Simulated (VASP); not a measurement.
The system is Cd.

```
Cd
1.0
     2.97887    0.00000    0.00000
    -1.48944    2.57978    0.00000
     0.00000    0.00000    5.61765
Cd
2
Direct
  0.66667 0.33333 0.75000
  0.33333 0.66667 0.25000
```

```yaml
Program: VASP 6.6.1
Task: relaxation of cell and atoms
Functional: PBEsol
Potentials_or_basis: VASP PAW PBE potentials, release 64 (Cd)
Cutoff: 600 eV
k_mesh: 10 × 10 × 5
Occupations: fermi-dirac, width 0.05 eV
Spin: no spin polarisation
```

At the start: pressure -1.4 GPa; volume 21.59 Å³/atom.

How do energy, volume and symmetry change on relaxing?

Over 7 steps the energy falls by 3.1 meV/atom and the volume is 21.01 Å³/atom (-2.7 %); space group P6_3/mmc (No. 194, to 0.05 Å).

Step by step:
```csv
step,energy change (eV),largest force (eV/Å),pressure (GPa),volume (Å³)
1,0.0000,0.0000,-1.35,43.17
2,-0.0053,0.0000,0.13,42.04
3,-0.0053,0.0000,0.14,42.04
4,-0.0061,0.0000,0.19,42.02
5,-0.0062,0.0000,0.06,42.02
6,-0.0062,0.0000,0.05,42.01
7,-0.0062,0.0000,0.01,42.01
```

Final structure:
```cif
data_structure
_symmetry_space_group_name_H-M 'P 1'
_symmetry_Int_Tables_number 1
_cell_length_a 2.9667
_cell_length_b 2.9667
_cell_length_c 5.5116
_cell_angle_alpha 90.000
_cell_angle_beta 90.000
_cell_angle_gamma 120.000
_cell_volume 42.01
loop_
_atom_site_label
_atom_site_type_symbol
_atom_site_fract_x
_atom_site_fract_y
_atom_site_fract_z
_atom_site_occupancy
Cd1 Cd 0.66667 0.33333 0.75000 1
Cd2 Cd 0.33333 0.66667 0.25000 1
```

Caveat: the PAW data sets were made with another functional, which shifts forces and pressure a little.
